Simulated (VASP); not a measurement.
Here is a VASP 6.6.1 calculation.

File INCAR:

```
  PREC = Accurate
  ENCUT = 520
  EDIFF = 1E-6
  ISMEAR = 0
  SIGMA = 0.05
  LREAL = False
  LASPH = True
  NELM = 60
  ALGO = Normal
  ISIF = 2
  LWAVE = False
  LCHARG = True
  GGA = PE
  IVDW = 12
  LELF = True
  LVHAR = True
  NBANDS = 35
```

The input KPOINTS:

```
Automatic mesh
0
Gamma
  10 10 3
```

File POSCAR:

```
WS2
1.0
   -3.1542061832      0.0000000000      0.0000000000
   -1.5771030916     -2.7316226834      0.0000000000
   -0.3941180626     -0.2275441695     12.1399091344
W S
2 4
Direct
    0.3125083333      0.3125083333      0.2500000000
    0.6041916667      0.6041916667      0.7500000000
    0.2816633912      0.2816633912      0.6202874207
    0.6566467245      0.6566467245      0.1202874207
    0.2600532755      0.2600532755      0.8797125793
    0.6350366088      0.6350366088      0.3797125793
```

Potentials or basis: VASP PAW PBE potentials, release 64 (W_sv, S).

Launch:

```bash
$ cat potpaw_PBE.64/W_sv/POTCAR potpaw_PBE.64/S/POTCAR > POTCAR
$ mpirun -np 1 vasp_std > vasp.out
```

(1) Estimate the dispersion energy per atom.

(2) Predict the largest force.

(3) Estimate the band gap on the k mesh.

## Answers

(1) -0.435 eV.

(2) 0.045 eV/Å.

(3) 0.96 eV (least direct gap 2.15 eV).

Caveat: the cell differs from its parent crystal (the part above a cut slid along it); spin-orbit coupling is left out, which moves the levels of the heavy elements.
